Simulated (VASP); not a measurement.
# Si2Sn3 (P6_3/mmc) in VASP: a series of runs

The runs below take Si2Sn3 through single point, with PBE.

All numbers are computed with VASP 6.6.1; they aren't measurements. Logs are shortened: lines on timing, memory, paths and dates and some standing lists are left out, and cuts for length are marked.

## Step 1: The cell of the first run

Symmetry: P6_3/mmc, No. 194, hexagonal system. The conventional cell has a = 3.207 Å, b = 3.207 Å, c = 25.737 Å, α = 90.00°, β = 90.00°, γ = 120.00°. Within 4.2 Å of Si (site symmetry 3m) lie 3 Sn at 3.17 Å and 9 Si at 3.17 to 3.21 Å. Within 4.2 Å of Sn (site symmetry -6m2) lie 12 Sn at 3.17 to 3.21 Å. Within 4.2 Å of Sn (site symmetry 3m) lie 9 Sn at 3.17 to 3.21 Å and 3 Si at 3.17 Å.

## Step 2: Single point, PBE

Input file INCAR:

```
SYSTEM = Si2Sn3
ALGO = Fast
EDIFF = 1E-6
ENCUT = 520
GGA = PE
ISIF = 2
ISMEAR = 0
LASPH = .True.
LCHARG = .False.
LREAL = .False.
LWAVE = .False.
NBANDS = 61
NELM = 60
PREC = Accurate
SIGMA = 0.1
```

Input file KPOINTS:

```
k-points
0
Gamma
  6 6 1
  0 0 0
```

Input file POSCAR:

```
Si2Sn3
1.0
    3.2068471300      0.0000000000      0.0000000000
   -1.6034235600      2.7772110800      0.0000000000
    0.0000000000      0.0000000000     25.7367025700
Si Sn
4 6
Direct
    0.3333333300      0.6666666700      0.0500000000
    0.3333333300      0.6666666700      0.4500000000
    0.6666666700      0.3333333300      0.5500000000
    0.6666666700      0.3333333300      0.9500000000
    0.3333333300      0.6666666700      0.2500000000
    0.3333333300      0.6666666700      0.6500000000
    0.3333333300      0.6666666700      0.8500000000
    0.6666666700      0.3333333300      0.1500000000
    0.6666666700      0.3333333300      0.3500000000
    0.6666666700      0.3333333300      0.7500000000
```

Potentials or basis: VASP PAW PBE potentials, release 64 (Si, Sn_d).

Run with:

```sh
$ cat potpaw_PBE.64/Si/POTCAR potpaw_PBE.64/Sn_d/POTCAR > POTCAR
$ mpirun -np 1 vasp_std > vasp.out
```

OUTCAR:

```text
SYSTEM = Si2Sn3
   EDIFF = 1E-6
   ENCUT = 520
   GGA = PE
   ISIF = 2
   ISMEAR = 0
   LASPH = .True.
   LREAL = .False.
   NELM = 60
   PREC = Accurate

 ion  position               nearest neighbor table
   1  0.333  0.667  0.050-   8 3.17   8 3.17   8 3.17
   2  0.333  0.667  0.450-   9 3.17   9 3.17   9 3.17
   3  0.667  0.333  0.550-   6 3.17   6 3.17   6 3.17
   4  0.667  0.333  0.950-   7 3.17   7 3.17   7 3.17
   5  0.333  0.667  0.250-   8 3.17   9 3.17   8 3.17   9 3.17   8 3.17   9 3.17
   6  0.333  0.667  0.650-   3 3.17  10 3.17   3 3.17  10 3.17   3 3.17  10 3.17
   7  0.333  0.667  0.850-   4 3.17  10 3.17   4 3.17  10 3.17   4 3.17  10 3.17
   8  0.667  0.333  0.150-   1 3.17   5 3.17   1 3.17   5 3.17   1 3.17   5 3.17
   9  0.667  0.333  0.350-   2 3.17   5 3.17   2 3.17   5 3.17   2 3.17   5 3.17
  10  0.667  0.333  0.750-   6 3.17   7 3.17   6 3.17   7 3.17   6 3.17   7 3.17

  LATTYP: Found a hexagonal cell.
 ALAT       =     3.2068471300
 C/A-ratio  =     8.0255470644

  Lattice vectors:

 A1 = (   3.2068471300,   0.0000000000,   0.0000000000)
 A2 = (  -1.6034235600,   2.7772110800,   0.0000000000)
 A3 = (   0.0000000000,   0.0000000000,  25.7367025700)

Analysis of symmetry for initial positions (statically):
=====================================================================
 Subroutine PRICEL returns:
 Original cell was already a primitive cell.

 Routine SETGRP: Setting up the symmetry group for a
 hexagonal supercell.

 Subroutine GETGRP returns: Found 24 space group operations
 (whereof 12 operations were pure point group operations)
 out of a pool of 24 trial point group operations.

The static configuration has the point symmetry D_3d.
 The point group associated with its full space group is D_6h.

Analysis of symmetry for dynamics (positions and initial velocities):
=====================================================================
 Subroutine PRICEL returns:
 Original cell was already a primitive cell.

 Routine SETGRP: Setting up the symmetry group for a
 hexagonal supercell.

 Subroutine GETGRP returns: Found 24 space group operations
 (whereof 12 operations were pure point group operations)
 out of a pool of 24 trial point group operations.

The dynamic configuration has the point symmetry D_3d.
 The point group associated with its full space group is D_6h.

 Subroutine INISYM returns: Found 24 space group operations
 (whereof 12 operations are pure point group operations),
 and found     1 'primitive' translations

----------------------------------------------------------------------------------------

                                     Primitive cell

  volume of cell :     229.2134

  direct lattice vectors                    reciprocal lattice vectors
     3.206847130  0.000000000  0.000000000     0.311832763  0.180036729  0.000000000
    -1.603423560  2.777211080  0.000000000     0.000000000  0.360073459  0.000000000
     0.000000000  0.000000000 25.736702570     0.000000000  0.000000000  0.038855016

  length of vectors
     3.206847130  3.206847127 25.736702570     0.360073459  0.360073459  0.038855016

  position of ions in fractional coordinates (direct lattice)
     0.333333330  0.666666670  0.050000000
     0.333333330  0.666666670  0.450000000
     0.666666670  0.333333330  0.550000000
     0.666666670  0.333333330  0.950000000
     0.333333330  0.666666670  0.250000000
     0.333333330  0.666666670  0.650000000
     0.333333330  0.666666670  0.850000000
     0.666666670  0.333333330  0.150000000
     0.666666670  0.333333330  0.350000000
     0.666666670  0.333333330  0.750000000

  ion indices of the primitive-cell ions
   primitive index   ion index
                 1           1
                 2           2
                 3           3
                 4           4
                 5           5
                 6           6
                 7           7
                 8           8
                 9           9
                10          10

----------------------------------------------------------------------------------------

 KPOINTS: k-points

Automatic generation of k-mesh.
 Grid dimensions read from file:
 generate k-points for:    6    6    1

 Generating k-lattice:

  Cartesian coordinates                     Fractional coordinates (reciprocal lattice)
     0.051972127  0.030006121  0.000000000     0.166666667  0.000000000  0.000000000
     0.000000000  0.060012243  0.000000000     0.000000000  0.166666667  0.000000000
     0.000000000  0.000000000  0.038855016     0.000000000  0.000000000  1.000000000

  Length of vectors
     0.060012243  0.060012243  0.038855016

  Shift w.r.t. Gamma in fractional coordinates (k-lattice)
     0.000000000  0.000000000  0.000000000

 Subroutine IBZKPT returns following result:
 ===========================================

 Found      7 irreducible k-points:

 Following reciprocal coordinates:
            Coordinates               Weight
  0.000000  0.000000  0.000000      1.000000
  0.166667  0.000000  0.000000      6.000000
  0.333333 -0.000000  0.000000      6.000000
  0.500000  0.000000  0.000000      3.000000
  0.166667  0.166667  0.000000      6.000000
  0.333333  0.166667  0.000000     12.000000
  0.333333  0.333333  0.000000      2.000000
   k-points           NKPTS =      7   k-points in BZ     NKDIM =      7   number of bands    NBANDS=     61
   number of dos      NEDOS =    301   number of ions     NIONS =     10
   total plane-waves  NPLWV = 110592
   dimension x,y,z NGX =    24 NGY =   24 NGZ =  192
   dimension x,y,z NGXF=    48 NGYF=   48 NGZF=  384
   ions per type =               4   6
   NGX,Y,Z   is equivalent  to a cutoff of  12.44, 12.44, 12.40 a.u.
   NGXF,Y,Z  is equivalent  to a cutoff of  24.88, 24.88, 24.80 a.u.
 SYSTEM =  Si2Sn3
   PREC   = accura    normal or accurate (medium, high low for compatibility)
   ISTART =      0    job   : 0-new  1-cont  2-samecut
   ICHARG =      2    charge: 1-file 2-atom 10-const
   ISPIN  =      1    spin polarized calculation?
   LNONCOLLINEAR =      F non collinear calculations
   LSORBIT =      F    spin-orbit coupling
   LASPH  =      T    aspherical Exc in radial PAW
   ENCUT  =  520.0 eV  38.22 Ry    6.18 a.u.   5.96  5.96 47.85*2*pi/ulx,y,z
   NELM   =     60;   NELMIN=  2; NELMDL= -5     # of ELM steps
   EDIFF  = 0.1E-05   stopping-criterion for ELM
   LREAL  =      F    real-space projection
   EDIFFG = 0.1E-04   stopping-criterion for IOM
   NSW    =      0    number of steps for IOM
   IBRION =     -1    ionic relax: 0-MD 1-quasi-New 2-CG
   NFREE  =      0    steps in history (QN), initial steepest desc. (CG)
   ISIF   =      2    stress and relaxation
   ISYM   =      2    0-nonsym 1-usesym 2-fastsym
   POTIM  = 0.5000    time-step for ionic-motion
   TEBEG  =    0.0;   TEEND  =   0.0 temperature during run
   PSTRESS=    0.0 pullay stress
   NELECT =     100.0000    total number of electrons
   NUPDOWN=      -1.0000    fix difference up-down
   EMIN   =  10.00;   EMAX   =-10.00  energy-range for DOS
   EFERMI =   0.00;   METHOD = LEGACY
   ISMEAR =     0;   SIGMA  =   0.10  broadening in eV -4-tet -1-fermi 0-gaus
   EFERMI_NEDOS =   21; number of points for ismear=-14 and -15
   IALGO  =     68    algorithm
   IMIX   =      4    mixing-type and parameters
     AMIX     =   0.40;   BMIX     =  1.00
     AMIX_MAG =   1.60;   BMIX_MAG =  1.00
  volume/ion in A,a.u.               =      22.92       154.68
  Fermi-wavevector in a.u.,A,eV,Ry     =   1.241637  2.346355 20.975607  1.541664
  Thomas-Fermi vector in A             =   2.376027
   LORBIT       =      0    0 simple, 1 ext, 2 COOP (PROOUT), +10 PAW based schemes
   GGA     = PE    functional components
   LHFCALC =     F    Hartree Fock is set to
   AEXX    =    0.0000 exact exchange contribution
   IVDW    =     0    specifies the selected vdW correction
   LEPSILON=     F    determine dielectric tensor
   LRPA    =     F    only Hartree local field effects (RPA)
 non-spin polarized calculation
 RMM-DIIS sequential band-by-band and
 Gauss-broadening in eV      SIGMA  =   0.10
  energy-cutoff  :      520.00
  volume of cell :      229.21
 maximum number of plane-waves:      6234
 NGX is ok and might be reduce to    24
   NGX = 11   NGY = 11   NGZ = 95

 number of electron     100.0000000 magnetization

 number of electron      99.9999955 magnetization

 Free energy of the ion-electron system (eV)
  ---------------------------------------------------
  ext. energy  EPLUGINS =         0.00000000
  ---------------------------------------------------
  free energy    TOTEN  =       -38.96957855 eV

  energy without entropy =      -38.91136408  energy(sigma->0) =      -38.94047131

 E-fermi :   8.2157     XC(G=0): -10.4812

 val. band max:        8.1739731724   @ k =   0.1667   0.1667   0.0000
 cond. band min:       8.2424193037   @ k =   0.3333   0.1667   0.0000
 fundamental gap:      0.0684461313
 Fermi energy:         8.2156846781

 k-point     1 :       0.0000    0.0000    0.0000
  band No.  band energies     occupation
      1     -13.4893      2.00000
      2     -13.4893      2.00000
      3     -13.4598      2.00000
      4     -13.4598      2.00000
      5     -13.4598      2.00000
      6     -13.4598      2.00000
[... 53 lines left out ...]
     60      15.1704      0.00000
     61      15.8082      0.00000

 k-point     2 :       0.1667    0.0000    0.0000
  band No.  band energies     occupation
      1     -13.5061      2.00000
      2     -13.5061      2.00000
      3     -13.4755      2.00000
      4     -13.4755      2.00000
      5     -13.4589      2.00000
      6     -13.4589      2.00000
[... 53 lines left out ...]
     60      13.4498      0.00000
     61      13.8190      0.00000

 k-point     3 :       0.3333   -0.0000    0.0000
  band No.  band energies     occupation
      1     -13.5599      2.00000
      2     -13.5599      2.00000
      3     -13.5143      2.00000
      4     -13.5143      2.00000
      5     -13.4719      2.00000
      6     -13.4719      2.00000
[... 53 lines left out ...]
     60      11.7510      0.00000
     61      11.7567      0.00000

 k-point     4 :       0.5000    0.0000    0.0000
  band No.  band energies     occupation
      1     -13.5855      2.00000
      2     -13.5855      2.00000
      3     -13.5305      2.00000
      4     -13.5305      2.00000
      5     -13.5044      2.00000
      6     -13.5044      2.00000
[... 53 lines left out ...]
     60      11.1893      0.00000
     61      11.4052      0.00000

 k-point     5 :       0.1667    0.1667    0.0000
  band No.  band energies     occupation
      1     -13.4972      2.00000
      2     -13.4971      2.00000
      3     -13.4840      2.00000
      4     -13.4840      2.00000
      5     -13.4781      2.00000
      6     -13.4781      2.00000
[... 53 lines left out ...]
     60      11.2907      0.00000
     61      11.4164      0.00000

 k-point     6 :       0.3333    0.1667    0.0000
  band No.  band energies     occupation
      1     -13.5223      2.00000
      2     -13.5223      2.00000
      3     -13.5088      2.00000
      4     -13.5088      2.00000
      5     -13.4651      2.00000
      6     -13.4651      2.00000
[... 53 lines left out ...]
     60       9.3636      0.00000
     61      10.4078      0.00000

 k-point     7 :       0.3333    0.3333    0.0000
  band No.  band energies     occupation
      1     -13.5101      2.00000
      2     -13.5101      2.00000
      3     -13.4694      2.00000
      4     -13.4694      2.00000
      5     -13.4671      2.00000
      6     -13.4671      2.00000
[... 53 lines left out ...]
     60       8.8325      0.00000
     61       8.9250      0.00000

------------------------ aborting loop because EDIFF is reached ----------------------------------------

  FORCE on cell =-STRESS in cart. coord.  units (eV):
  Direction    XX          YY          ZZ          XY          YZ          ZX
  --------------------------------------------------------------------------------------
  -------------------------------------------------------------------------------------
  Total        4.9386003      4.9386003     -2.0236007      0.0000000      0.0000000     -0.0000000
  in kB       34.5202881     34.5202881    -14.1447523      0.0000001      0.0000000     -0.0000000
  external PRESSURE =      18.2986079 kB  Pullay stress =       0.0000000 kB

 VOLUME and BASIS-vectors are now :
 -----------------------------------------------------------------------------
  energy-cutoff  :      520.00
  volume of cell :      229.21
      direct lattice vectors                 reciprocal lattice vectors
     3.206847130  0.000000000  0.000000000     0.311832763  0.180036729  0.000000000
    -1.603423560  2.777211080  0.000000000     0.000000000  0.360073459  0.000000000
     0.000000000  0.000000000 25.736702570     0.000000000  0.000000000  0.038855016

 POSITION                                       TOTAL-FORCE (eV/Angst)
 -----------------------------------------------------------------------------------
     -0.00000      1.85147      1.28684         0.000000      0.000000     -0.740610
     -0.00000      1.85147     11.58152         0.000000     -0.000000      0.740610
      1.60342      0.92574     14.15519        -0.000000      0.000000     -0.740610
      1.60342      0.92574     24.44987         0.000000      0.000000      0.740610
     -0.00000      1.85147      6.43418         0.000000     -0.000000      0.000000
     -0.00000      1.85147     16.72886        -0.000000      0.000000     -1.059554
     -0.00000      1.85147     21.87620        -0.000000      0.000000      1.059554
      1.60342      0.92574      3.86051         0.000000     -0.000000     -1.059554
      1.60342      0.92574      9.00785         0.000000     -0.000000      1.059554
      1.60342      0.92574     19.30253        -0.000000      0.000000      0.000000
 -----------------------------------------------------------------------------------
    total drift:                               -0.000022      0.000013     -0.000006

  FREE ENERGIE OF THE ION-ELECTRON SYSTEM (eV)
  ---------------------------------------------------
  free  energy   TOTEN  =       -38.9695785468 eV

  energy  without entropy=      -38.9113640809  energy(sigma->0) =      -38.94047131
```

It took 67 s on 1 thread of Intel Xeon 6975P-C (Granite Rapids), shared host; peak memory 0.34 GiB.

Results:

* Free energy: -38.9696 eV
* Pressure: 1.8 GPa
* Largest force: 1.060 eV/Å
* Band gap on the k mesh: zero (bands 50 and 51 overlap by 6.90 eV)

Forces in eV/Å, atoms in the order of the input:
```
Si   0.000  0.000 -0.741
Si   0.000  0.000  0.741
Si   0.000  0.000 -0.741
Si   0.000  0.000  0.741
Sn   0.000  0.000  0.000
Sn   0.000  0.000 -1.060
Sn   0.000  0.000  1.060
Sn   0.000  0.000 -1.060
Sn   0.000  0.000  1.060
Sn   0.000  0.000  0.000
```

Stress tensor (GPa, compression positive):
```
 3.45  0.00  0.00
 0.00  3.45  0.00
 0.00  0.00 -1.41
```

Caveat: the k points lie up to 0.38 Å⁻¹ apart, too coarse for converged energies and pressures of a metal; spin-orbit coupling is left out, which moves the levels of the heavy elements; forces of over 1 eV/Å act on the atoms, so gaps and moduli don't describe the material at rest.

## Step 3: Single point, PBE

This run uses another cell than the first one, of 24.29 Å³/atom.

Input file INCAR:

```
PREC     = Accurate       # precision mode
ENCUT    = 520            # plane-wave cutoff, eV
EDIFF    = 1E-6           # SCF threshold, eV
ISMEAR   = 0              # smearing method
SIGMA    = 0.1            # smearing width, eV
LREAL    = False          # projectors in reciprocal space
LASPH    = True           # aspherical terms in the spheres
NELM     = 60             # most SCF steps
ALGO     = Fast           # electronic algorithm
ISIF     = 2              # what is computed and relaxed
LWAVE    = False          # write WAVECAR
LCHARG   = True           # write CHGCAR
GGA      = PE             # functional
LELF     = True           # ELF
LVHAR    = True         
NBANDS   = 61             # bands
```

Input file KPOINTS:

```
Automatic mesh
0
Gamma
  6 6 1
```

Input file POSCAR:

```
Si2Sn3
1.0
    3.6591291904     -0.0000000033      0.0000000000
   -1.8295645923      3.1688988363      0.0000000000
    0.0000000000      0.0000000000     20.9445000982
Si Sn
4 6
Direct
    0.3333333333      0.6666666667      0.0258373197
    0.3333333333      0.6666666667      0.4741626803
    0.6666666667      0.3333333333      0.5258373197
    0.6666666667      0.3333333333      0.9741626803
    0.3333333333      0.6666666667      0.2500000000
    0.3333333333      0.6666666667      0.6277575377
    0.3333333333      0.6666666667      0.8722424623
    0.6666666667      0.3333333333      0.1277575377
    0.6666666667      0.3333333333      0.3722424623
    0.6666666667      0.3333333333      0.7500000000
```

Potentials or basis: VASP PAW PBE potentials, release 64 (Si, Sn_d).

Run with:

```sh
$ cat potpaw_PBE.64/Si/POTCAR potpaw_PBE.64/Sn_d/POTCAR > POTCAR
$ mpirun -np 1 vasp_std > vasp.out
```

Wall time 72 s (1 thread of Intel Xeon 6975P-C (Granite Rapids), shared host); peak memory 0.38 GiB.

The run converged. Its results:

| Item | Value |
| --- | --- |
| Free energy | -42.5175 eV |
| Pressure | 0.0 GPa |
| Largest force | 0.039 eV/Å |
| Band gap on the k mesh | zero (bands 50 and 51 overlap by 4.43 eV) |

Forces in eV/Å, atoms in the order of the input:
```
Si   0.000  0.000 -0.039
Si   0.000  0.000  0.039
Si   0.000  0.000 -0.039
Si   0.000  0.000  0.039
Sn   0.000  0.000  0.000
Sn   0.000  0.000 -0.004
Sn   0.000  0.000  0.004
Sn   0.000  0.000 -0.004
Sn   0.000  0.000  0.004
Sn   0.000  0.000  0.000
```

Stress tensor (GPa, compression positive):
```
 0.14  0.00  0.00
 0.00  0.14  0.00
 0.00  0.00 -0.21
```

Levels at points of the mesh, in eV from the Fermi level:
| k point | band 46 | band 47 | band 48 | band 49 | band 50 | band 51 | band 52 | band 53 | band 54 | band 55 |
| --- | --- | --- | --- | --- | --- | --- | --- | --- | --- | --- |
| (0.00, 0.00, 0.00) | 0.68 | 1.17 | 2.52 | 2.87 | 3.31 | 3.31 | 3.32 | 3.32 | 3.62 | 3.62 |
| (0.50, 0.00, 0.00) | -2.12 | -2.11 | -2.11 | -1.34 | -0.26 | -0.02 | 0.56 | 0.89 | 0.95 | 1.42 |

Caveat: spin-orbit coupling is left out, which moves the levels of the heavy elements.

The gap in the log of VASP goes by the Fermi energy; the results here count the filled bands.